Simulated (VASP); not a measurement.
Here is a VASP 6.6.1 calculation.

Contents of POSCAR:

```
NbSi
1.0
    3.1564400000      0.0000000000      0.0000000000
    0.0000000000      3.1564400000      0.0000000000
    0.0000000000      0.0000000000      3.1564400000
Nb Si
1 1
Direct
    0.0000000000      0.0000000000      0.0000000000
    0.5000000000      0.5000000000      0.5000000000
```

The input INCAR.step1:

```
  ALGO = Normal
  EDIFF = 1E-4
  ENCUT = 600
  GGA = PE
  ISMEAR = -1
  LASPH = T
  LCHARG = F
  LDAU = T
  LDAUJ = 0 0
  LDAUL = 2 -1
  LDAUTYPE = 2
  LDAUU = 6 0
  LMAXMIX = 4
  LREAL = F
  LWAVE = T
  NELM = 150
  PREC = Accurate
  SIGMA = 0.05
```

File INCAR.step2:

```
  ALGO = Normal
  EDIFF = 1E-7
  EDIFFG = -0.01
  ENCUT = 600
  IBRION = 2
  ISIF = 3
  ISMEAR = -1
  ISTART = 1
  LASPH = T
  LCHARG = F
  LDAU = T
  LDAUJ = 0 0
  LDAUL = 2 -1
  LDAUPRINT = 1
  LDAUTYPE = 2
  LDAUU = 6 0
  LMAXMIX = 4
  LMIXTAU = T
  LREAL = F
  LWAVE = F
  METAGGA = R2SCAN
  NELM = 150
  NSW = 60
  PREC = Accurate
  SIGMA = 0.05
```

File KPOINTS:

```
k-points
0
Gamma
  8 8 8
```

Potentials or basis: VASP PAW PBE potentials, release 64 (Nb_sv, Si).

Run with:

```sh
$ cat potpaw_PBE.64/Nb_sv/POTCAR potpaw_PBE.64/Si/POTCAR > POTCAR
$ cp INCAR.step1 INCAR
$ mpirun -np 1 vasp_std > vasp.out
$ cp INCAR.step2 INCAR
$ mpirun -np 1 vasp_std > vasp.out
```

What does it give for the relaxed cell?

a = 3.204 Å, b = 3.204 Å, c = 3.204 Å, α = 90.00°, β = 90.00°, γ = 90.00°.

What does it give for the band gap on the k mesh?

Zero (an odd number of electrons rules out a gap without spin polarisation).

Predict the relaxed volume.

16.45 Å³/atom.

The path:
```csv
step,energy change (eV),largest force (eV/Å),pressure (GPa),volume (Å³)
1,0.0000,0.0000,8.15,31.45
2,0.0398,0.0000,-9.87,35.23
3,-0.0359,0.0000,-0.12,32.93
4,-0.0359,0.0000,0.03,32.90
```

Caveat: the PAW data sets were made with another functional, which shifts forces and pressure a little; an odd number of electrons without spin polarisation forces a metal; a magnetic or distorted state may lie lower; U without spin polarisation on a metal has little footing; the U is typed as a test and isn't derived for this compound.
